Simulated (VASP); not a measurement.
# MoS2 (P-6m2) in VASP: notebook

The runs below take MoS2 through single point, with PBE+D3(BJ).

All numbers are computed with VASP 6.6.1; they aren't measurements. Logs are shortened: lines on timing, memory, paths and dates and some standing lists are left out, and cuts for length are marked.

### 1 The cell of the first run

Symmetry: P-6m2, No. 187, hexagonal system. Conventional cell: a = 3.319 Å, b = 3.319 Å, c = 6.463 Å, α = 90.00°, β = 90.00°, γ = 120.00°. Mo (site symmetry -6m2) has 6 S at 2.45 Å and 6 Mo at 3.32 Å within 3.4 Å. Within 3.5 Å of S (site symmetry 3m) lie 3 Mo at 2.45 Å and 8 S at 3.05 to 3.41 Å.

### 2 Single point, PBE+D3(BJ) (20.55 Å³/atom)

Input file INCAR:

```
  ALGO = Normal
  EDIFF = 1E-6
  ENCUT = 500
  GGA = PE
  GGA_COMPAT = False
  ISIF = 2
  ISMEAR = 0
  IVDW = 12
  LASPH = True
  LCHARG = False
  LREAL = False
  LWAVE = False
  NBANDS = 20
  NELM = 120
  PREC = Accurate
  SIGMA = 0.05
```

Input file KPOINTS:

```
k-points
0
Gamma
  12 12 6
```

Input file POSCAR:

```
MoS2
1.0
    3.3188132638      0.0000000000      0.0000000000
   -1.6594066319      2.8741765969      0.0000000000
    0.0000000000      0.0000000000      6.4627250687
Mo S
1 2
Direct
    0.0000000000      0.0000000000      0.0000000000
    0.3333333333      0.6666666667      0.2357940733
    0.3333333333      0.6666666667      0.7642059267
```

Potentials or basis: VASP PAW PBE potentials, release 64 (Mo_sv, S).

On the command line:

```bash
$ cat potpaw_PBE.64/Mo_sv/POTCAR potpaw_PBE.64/S/POTCAR > POTCAR
$ mpirun -np 1 vasp_std > vasp.out
```

OUTCAR:

```text
EDIFF = 1E-6
   ENCUT = 500
   GGA = PE
   ISIF = 2
   ISMEAR = 0
   IVDW = 12
   LASPH = True
   LREAL = False
   NELM = 120
   PREC = Accurate
 IVDW          = 12

 ion  position               nearest neighbor table
   1  0.000  0.000  0.000-   2 2.45   3 2.45   2 2.45   3 2.45   2 2.45   3 2.45
   2  0.333  0.667  0.236-   1 2.45   1 2.45   1 2.45
   3  0.333  0.667  0.764-   1 2.45   1 2.45   1 2.45

  LATTYP: Found a hexagonal cell.
 ALAT       =     3.3188132638
 C/A-ratio  =     1.9473000000

  Lattice vectors:

 A1 = (   3.3188132638,   0.0000000000,   0.0000000000)
 A2 = (  -1.6594066319,   2.8741765969,   0.0000000000)
 A3 = (   0.0000000000,   0.0000000000,   6.4627250687)

Analysis of symmetry for initial positions (statically):
=====================================================================
 Subroutine PRICEL returns:
 Original cell was already a primitive cell.

 Routine SETGRP: Setting up the symmetry group for a
 hexagonal supercell.

 Subroutine GETGRP returns: Found 12 space group operations
 (whereof 12 operations were pure point group operations)
 out of a pool of 24 trial point group operations.

The static configuration has the point symmetry D_3h.

Analysis of symmetry for dynamics (positions and initial velocities):
=====================================================================
 Subroutine PRICEL returns:
 Original cell was already a primitive cell.

 Routine SETGRP: Setting up the symmetry group for a
 hexagonal supercell.

 Subroutine GETGRP returns: Found 12 space group operations
 (whereof 12 operations were pure point group operations)
 out of a pool of 24 trial point group operations.

The dynamic configuration has the point symmetry D_3h.

 Subroutine INISYM returns: Found 12 space group operations
 (whereof 12 operations are pure point group operations),
 and found     1 'primitive' translations

----------------------------------------------------------------------------------------

                                     Primitive cell

  volume of cell :      61.6470

[... 80 lines left out ...]
 SYSTEM =  unknown system
   PREC   = accura    normal or accurate (medium, high low for compatibility)
   ISTART =      0    job   : 0-new  1-cont  2-samecut
   ICHARG =      2    charge: 1-file 2-atom 10-const
   ISPIN  =      1    spin polarized calculation?
   LNONCOLLINEAR =      F non collinear calculations
   LSORBIT =      F    spin-orbit coupling
   LASPH  =      T    aspherical Exc in radial PAW
   ENCUT  =  500.0 eV  36.75 Ry    6.06 a.u.   6.05  6.05 11.78*2*pi/ulx,y,z
   NELM   =    120;   NELMIN=  2; NELMDL= -5     # of ELM steps
   EDIFF  = 0.1E-05   stopping-criterion for ELM
   LREAL  =      F    real-space projection
   EDIFFG = 0.1E-04   stopping-criterion for IOM
   NSW    =      0    number of steps for IOM
   IBRION =     -1    ionic relax: 0-MD 1-quasi-New 2-CG
   NFREE  =      0    steps in history (QN), initial steepest desc. (CG)
   ISIF   =      2    stress and relaxation
   ISYM   =      2    0-nonsym 1-usesym 2-fastsym
   POTIM  = 0.5000    time-step for ionic-motion
   TEBEG  =    0.0;   TEEND  =   0.0 temperature during run
   PSTRESS=    0.0 pullay stress
   NELECT =      26.0000    total number of electrons
   NUPDOWN=      -1.0000    fix difference up-down
   EMIN   =  10.00;   EMAX   =-10.00  energy-range for DOS
   EFERMI =   0.00;   METHOD = LEGACY
   ISMEAR =     0;   SIGMA  =   0.05  broadening in eV -4-tet -1-fermi 0-gaus
   EFERMI_NEDOS =   21; number of points for ismear=-14 and -15
   IALGO  =     38    algorithm
   IMIX   =      4    mixing-type and parameters
     AMIX     =   0.40;   BMIX     =  1.00
     AMIX_MAG =   1.60;   BMIX_MAG =  1.00
  volume/ion in A,a.u.               =      20.55       138.67
  Fermi-wavevector in a.u.,A,eV,Ry     =   1.227709  2.320033 20.507632  1.507268
  Thomas-Fermi vector in A             =   2.362662
   LORBIT       =      0    0 simple, 1 ext, 2 COOP (PROOUT), +10 PAW based schemes
   GGA     = PE    functional components
   LHFCALC =     F    Hartree Fock is set to
   AEXX    =    0.0000 exact exchange contribution
   IVDW    =    12    specifies the selected vdW correction
   LEPSILON=     F    determine dielectric tensor
   LRPA    =     F    only Hartree local field effects (RPA)
 non-spin polarized calculation
 Gauss-broadening in eV      SIGMA  =   0.05
  energy-cutoff  :      500.00
  volume of cell :       61.65
 maximum number of plane-waves:      1596
   NGX = 13   NGY = 13   NGZ = 23

 number of electron      26.0000000 magnetization

 Free energy of the ion-electron system (eV)
  ---------------------------------------------------
  ext. energy  EPLUGINS =         0.00000000
  ---------------------------------------------------
  free energy    TOTEN  =       -21.64794415 eV

  energy without entropy =      -21.64794412  energy(sigma->0) =      -21.64794414

 E-fermi :   6.2276     XC(G=0):  -9.9584

 val. band max:        6.0861594331   @ k =   0.0000   0.0000   0.5000
 cond. band min:       6.3876269727   @ k =   0.3333   0.3333   0.0000
 fundamental gap:      0.3014675396
 Fermi energy:         6.2276449324

 k-point     1 :       0.0000    0.0000    0.0000
  band No.  band energies     occupation
      1     -55.7690      2.00000
      2     -29.8305      2.00000
      3     -29.7573      2.00000
      4     -29.7573      2.00000
      5      -8.6042      2.00000
      6      -7.0748      2.00000
[... 541 lines left out ...]
     19      13.0825      0.00000
     20      13.8853      0.00000

 [... further k-points ...]

------------------------ aborting loop because EDIFF is reached ----------------------------------------

 Edisp (eV)   -1.09888

 E8    (eV) :    -0.4433

  FORCE on cell =-STRESS in cart. coord.  units (eV):
  Direction    XX          YY          ZZ          XY          YZ          ZX
  --------------------------------------------------------------------------------------
  -------------------------------------------------------------------------------------
  Total      -4.63274    -4.63274    -0.37980     0.00000     0.00000    -0.00000
  in kB    -120.40292  -120.40292    -9.87094     0.00000     0.00000    -0.00000
  external pressure =      -83.56 kB  Pullay stress =        0.00 kB

 VOLUME and BASIS-vectors are now :
 -----------------------------------------------------------------------------
  energy-cutoff  :      500.00
  volume of cell :       61.65
      direct lattice vectors                 reciprocal lattice vectors
     3.318813264  0.000000000  0.000000000     0.301312524  0.173962867  0.000000000
    -1.659406632  2.874176597  0.000000000     0.000000000  0.347925733  0.000000000
     0.000000000  0.000000000  6.462725069     0.000000000  0.000000000  0.154733489

 POSITION                                       TOTAL-FORCE (eV/Angst)
 -----------------------------------------------------------------------------------
      0.00000      0.00000      0.00000         0.000000      0.000000     -0.000000
     -0.00000      1.91612      1.52387        -0.000000     -0.000000     -0.232935
     -0.00000      1.91612      4.93885         0.000000      0.000000      0.232935
 -----------------------------------------------------------------------------------
    total drift:                                0.000000     -0.000000     -0.000000

  FREE ENERGIE OF THE ION-ELECTRON SYSTEM (eV)
  ---------------------------------------------------
  free  energy   TOTEN  =       -22.7468275909 eV

  energy  without entropy=      -22.7468275678  energy(sigma->0) =      -22.74682758
```

It took 65 s on 1 thread of Intel Xeon 8259CL, shared host; peak memory 0.23 GiB.

What came out:

| Quantity | Value |
| --- | --- |
| Free energy | -22.7468 eV |
| Pressure | -8.4 GPa |
| Largest force | 0.233 eV/Å |
| Band gap on the k mesh | 0.30 eV (least direct gap 1.25 eV) |
| Dispersion energy per atom | -0.366 eV |

Forces in eV/Å, atoms in the order of the input:
```
Mo   0.000  0.000  0.000
S    0.000  0.000 -0.233
S    0.000  0.000  0.233
```

Levels at points of the mesh, in eV from the valence-band top:
| k point | band 11 | band 12 | band 13 | band 14 | band 15 | band 16 |
| --- | --- | --- | --- | --- | --- | --- |
| (0.00, 0.00, 0.00) | -2.59 | -1.26 | -0.87 | 1.64 | 1.64 | 1.86 |
| (0.50, 0.00, 0.00) | -2.22 | -1.88 | -1.59 | 0.93 | 1.36 | 3.16 |
| (0.00, 0.00, 0.50) | -2.62 | -2.62 | 0.00 | 1.54 | 1.54 | 1.99 |
| (0.50, 0.00, 0.50) | -2.92 | -2.13 | -1.19 | 0.96 | 1.45 | 2.51 |

Caveat: the cell stands under tension.

### 3 Single point, PBE+D3(BJ) (20.55 Å³/atom)

Input file INCAR:

```
PREC = Accurate ; ENCUT = 500
EDIFF = 1E-6 ; ISMEAR = 0
SIGMA = 0.05 ; LREAL = F
LASPH = T ; NELM = 120
ALGO = Normal ; ISIF = 2
LWAVE = F ; LCHARG = F
GGA = PE ; IVDW = 12
NBANDS = 20 ; GGA_COMPAT = F
```

Input file KPOINTS:

```
regular mesh
0
Gamma
  12 12 6
```

Input file POSCAR:

```
MoS2
1.0
    3.2026351654      0.0000000000      0.0000000000
   -1.6013175827      2.7735634122      0.0000000000
    0.0000000000      0.0000000000      6.9401104033
Mo S
1 2
Direct
    0.0000000000      0.0000000000      0.0000000000
    0.3333333333      0.6666666667      0.2357940733
    0.3333333333      0.6666666667      0.7642059267
```

Potentials or basis: VASP PAW PBE potentials, release 64 (Mo_sv, S).

On the command line:

```bash
$ cat potpaw_PBE.64/Mo_sv/POTCAR potpaw_PBE.64/S/POTCAR > POTCAR
$ mpirun -np 1 vasp_std > vasp.out
```

OUTCAR:

```text
PREC = Accurate
   ENCUT = 500
   EDIFF = 1E-6
   ISMEAR = 0
   LREAL = F
   LASPH = T
   NELM = 120
   ISIF = 2
   GGA = PE
   IVDW = 12
 IVDW          = 12

 ion  position               nearest neighbor table
   1  0.000  0.000  0.000-   2 2.47   3 2.47   2 2.47   3 2.47   2 2.47   3 2.47
   2  0.333  0.667  0.236-   1 2.47   1 2.47   1 2.47
   3  0.333  0.667  0.764-   1 2.47   1 2.47   1 2.47

  LATTYP: Found a hexagonal cell.
 ALAT       =     3.2026351654
 C/A-ratio  =     2.1670000000

[... 745 lines left out ...]

 Edisp (eV)   -1.10669

 E8    (eV) :    -0.4480

  FORCE on cell =-STRESS in cart. coord.  units (eV):
  Direction    XX          YY          ZZ          XY          YZ          ZX
  --------------------------------------------------------------------------------------
  -------------------------------------------------------------------------------------
  Total      -2.96304    -2.96304    -4.99957     0.00000    -0.00000     0.00000
  in kB     -77.00814   -77.00814  -129.93662     0.00000    -0.00000     0.00000
  external pressure =      -94.65 kB  Pullay stress =        0.00 kB

 VOLUME and BASIS-vectors are now :
 -----------------------------------------------------------------------------
  energy-cutoff  :      500.00
  volume of cell :       61.65
      direct lattice vectors                 reciprocal lattice vectors
     3.202635165  0.000000000  0.000000000     0.312242871  0.180273506  0.000000000
    -1.601317583  2.773563412  0.000000000     0.000000000  0.360547012  0.000000000
     0.000000000  0.000000000  6.940110403     0.000000000  0.000000000  0.144089927

 POSITION                                       TOTAL-FORCE (eV/Angst)
 -----------------------------------------------------------------------------------
      0.00000      0.00000      0.00000        -0.000000     -0.000000     -0.000000
     -0.00000      1.84904      1.63644        -0.000000      0.000000     -1.420107
     -0.00000      1.84904      5.30367         0.000000     -0.000000      1.420107
 -----------------------------------------------------------------------------------
    total drift:                                0.000000     -0.000000     -0.000000

  FREE ENERGIE OF THE ION-ELECTRON SYSTEM (eV)
  ---------------------------------------------------
  free  energy   TOTEN  =       -22.8268499500 eV

  energy  without entropy=      -22.8268499500  energy(sigma->0) =      -22.82684995
```

OSZICAR:

```text
N       E                     dE             d eps       ncg     rms          rms(c)
DAV:   1     0.176583655150E+03    0.17658E+03   -0.12952E+04  3104   0.117E+03
DAV:   2    -0.158185700122E+02   -0.19240E+03   -0.18711E+03  3724   0.302E+02
DAV:   3    -0.232452062637E+02   -0.74266E+01   -0.73441E+01  3820   0.550E+01
DAV:   4    -0.233452549503E+02   -0.10005E+00   -0.99990E-01  3764   0.663E+00
DAV:   5    -0.233469743670E+02   -0.17194E-02   -0.17193E-02  3852   0.848E-01    0.206E+01
DAV:   6    -0.223310052573E+02    0.10160E+01   -0.13986E+01  3288   0.210E+01    0.866E+00
DAV:   7    -0.218416490419E+02    0.48936E+00   -0.58251E+00  3144   0.129E+01    0.511E+00
DAV:   8    -0.217209531373E+02    0.12070E+00   -0.63848E-01  3452   0.470E+00    0.164E+00
DAV:   9    -0.217215209530E+02   -0.56782E-03   -0.30181E-02  3556   0.104E+00    0.614E-01
DAV:  10    -0.217201045217E+02    0.14164E-02   -0.13811E-02  3452   0.765E-01    0.169E-01
DAV:  11    -0.217201174612E+02   -0.12939E-04   -0.64447E-04  3512   0.174E-01    0.588E-02
DAV:  12    -0.217201120467E+02    0.54145E-05   -0.13193E-04  3520   0.719E-02    0.338E-02
DAV:  13    -0.217201557756E+02   -0.43729E-04   -0.98190E-05  3292   0.573E-02    0.153E-02
DAV:  14    -0.217201568621E+02   -0.10866E-05   -0.56442E-06  3868   0.147E-02    0.484E-03
DAV:  15    -0.217201572856E+02   -0.42343E-06   -0.15884E-06  2980   0.796E-03
   1 F= -.22826850E+02 E0= -.22826850E+02  d E =-.265894E-22
```

It took 92 s on 1 thread of Intel Xeon 8259CL, shared host; peak memory 0.24 GiB.

Results:

| Quantity | Value |
| --- | --- |
| Free energy | -22.8268 eV |
| Pressure | -9.5 GPa |
| Largest force | 1.420 eV/Å |
| Band gap on the k mesh | 1.30 eV (least direct gap 1.71 eV) |
| Dispersion energy per atom | -0.369 eV |

Forces on the atoms (eV/Å):
```
Mo   0.000  0.000  0.000
S    0.000  0.000 -1.420
S    0.000  0.000  1.420
```

Caveat: the cell stands under tension; forces of over 1 eV/Å act on the atoms, so gaps and moduli don't describe the material at rest. A k mesh can miss the band edges.

(Part 1 of 2 ends here.)
